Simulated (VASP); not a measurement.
Write the native input for VASP 6.6.1 that does the following.

| Property | Result |
| --- | --- |
| Task | single point |
| Functional | PBE |
| Potentials or basis | VASP PAW PBE potentials, release 64 (Si) |
| Cutoff | 500 eV |
| k mesh | 9 × 9 × 8 |
| Occupations | gaussian, width 0.1 eV |
| Spin | no spin polarisation |
| Dipole correction | no |
| Further INCAR settings | ALGO = Normal; EDIFF = 1e-06; NBANDS = 8 |

The structure of Si lies in POSCAR:

```
Si
1.0
    2.6205428149      0.0000000000      0.0000000000
   -1.3102714075      2.2694566494      0.0000000000
    0.0000000000      0.0000000000      2.4663543900
Si
1
Direct
    0.0000000000      0.0000000000      0.0000000000
```

These files were run (other wordings do the same):

INCAR

```
SYSTEM = Si
ALGO = Normal
EDIFF = 1E-6
ENCUT = 500
GGA = PE
GGA_COMPAT = .FALSE.
ISIF = 2
ISMEAR = 0
LASPH = .TRUE.
LCHARG = .TRUE.
LELF = .TRUE.
LREAL = .FALSE.
LVHAR = .TRUE.
LWAVE = .FALSE.
NBANDS = 8
NELM = 120
PREC = Accurate
SIGMA = 0.1
```

KPOINTS

```
k-points
0
G
  9 9 8
  0 0 0
```

Potentials or basis: VASP PAW PBE potentials, release 64 (Si).

Run with:

```console
$ cat potpaw_PBE.64/Si/POTCAR > POTCAR
$ mpirun -np 1 vasp_std > vasp.out
```

It gave:

```json
{
  "Pressure": "2.4 GPa",
  "Band gap on the k mesh": "zero (band 2 reaches 17.19 eV, above the bottom of band 3 at 5.11 eV)"
}
```

Wall time 8.3 s on 1 thread of Intel Xeon 8259CL (shared host), peak memory 0.12 GiB.
